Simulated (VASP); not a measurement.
A run of VASP 6.6.1 is set up as follows.

INCAR

```
ALGO     = Normal         # electronic algorithm
EDIFF    = 1E-6           # SCF threshold, eV
EDIFFG   = -0.01          # ionic threshold
ENCUT    = 600            # plane-wave cutoff, eV
GGA      = PE             # functional
IBRION   = 2              # ionic algorithm
ISIF     = 3              # what is computed and relaxed
ISMEAR   = 0              # smearing method
LASPH    = True           # aspherical terms in the spheres
LCHARG   = False          # write CHGCAR
LREAL    = False          # projectors in reciprocal space
LWAVE    = False          # write WAVECAR
NELM     = 60             # most SCF steps
NSW      = 100            # ionic steps
PREC     = Accurate       # precision mode
SIGMA    = 0.1            # smearing width, eV
```

File KPOINTS:

```
k-points
0
Gamma
  12 12 12
```

Contents of POSCAR:

```
Zr3H
1.0
    4.2506556314      0.0000000000      0.0000000000
    0.0000000000      4.2506556314      0.0000000000
    0.0000000000      0.0000000000      4.2506556314
Zr H
3 1
Direct
    0.5000000000      0.0000000000      0.0000000000
    0.0000000000      0.5000000000      0.0000000000
    0.0000000000      0.0000000000      0.5000000000
    0.5000000000      0.5000000000      0.5000000000
```

Potentials or basis: VASP PAW PBE potentials, release 64 (Zr_sv, H).

Run with:

```bash
$ cat potpaw_PBE.64/Zr_sv/POTCAR potpaw_PBE.64/H/POTCAR > POTCAR
$ mpirun -np 1 vasp_std > vasp.out
```

Problem. What does it give for the space group after relaxing (to 0.1 Å)?

Solution. Pm-3m (No. 221).

Problem. Estimate the relaxed cell.

Solution. a = 4.243 Å, b = 4.243 Å, c = 4.243 Å, α = 90.00°, β = 90.00°, γ = 90.00°.

Problem. What does it give for the band gap on the k mesh?

Solution. Zero (an odd number of electrons rules out a gap without spin polarisation).

Problem. Estimate the relaxed volume.

Solution. 19.10 Å³/atom.

Final structure:
```cif
data_structure
_symmetry_space_group_name_H-M 'P 1'
_symmetry_Int_Tables_number 1
_cell_length_a 4.2430
_cell_length_b 4.2430
_cell_length_c 4.2430
_cell_angle_alpha 90.000
_cell_angle_beta 90.000
_cell_angle_gamma 90.000
_cell_volume 76.38
loop_
_atom_site_label
_atom_site_type_symbol
_atom_site_fract_x
_atom_site_fract_y
_atom_site_fract_z
_atom_site_occupancy
Zr1 Zr 0.50000 0.00000 0.00000 1
Zr2 Zr 0.00000 0.50000 0.00000 1
Zr3 Zr 0.00000 0.00000 0.50000 1
H1 H 0.50000 0.50000 0.50000 1
```
